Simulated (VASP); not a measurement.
Input of a VASP 6.6.1 run:

Contents of INCAR:

```
SYSTEM = SnSe2
PREC = Accurate ; ENCUT = 500
EDIFF = 1E-6 ; ISMEAR = 0
SIGMA = 0.03 ; LREAL = .False.
LASPH = .True. ; NELM = 120
ALGO = Normal ; ISIF = 2
LWAVE = .False. ; LCHARG = .False.
GGA = PE ; IVDW = 12
NBANDS = 20 ; GGA_COMPAT = .False.
```

The input KPOINTS:

```
Automatic mesh
0
Gamma
  12 12 6
  0 0 0
```

The input POSCAR:

```
SnSe2
1.0
    3.6480000000      0.0000000000      0.0000000000
   -1.8240000000      3.1592606730      0.0000000000
    0.0000000000      0.0000000000      5.3608000000
Sn Se
1 2
Direct
    0.0000000000      0.0000000000      0.0000000000
    0.3333333333      0.6666666667      0.2651331237
    0.6666666667      0.3333333333      0.7348668763
```

Potentials or basis: VASP PAW PBE potentials, release 64 (Sn_d, Se).

Run with:

```console
$ cat potpaw_PBE.64/Sn_d/POTCAR potpaw_PBE.64/Se/POTCAR > POTCAR
$ mpirun -np 1 vasp_std > vasp.out
```

Problem. Predict the largest force.

Solution. 2.641 eV/Å.

Problem. What does it give for the pressure?

Solution. 24.3 GPa.

Forces on the atoms (eV/Å):
```
Sn   0.000  0.000  0.000
Se   0.000  0.000  2.641
Se   0.000  0.000 -2.641
```

Caveat: forces of over 1 eV/Å act on the atoms, so gaps and moduli don't describe the material at rest.
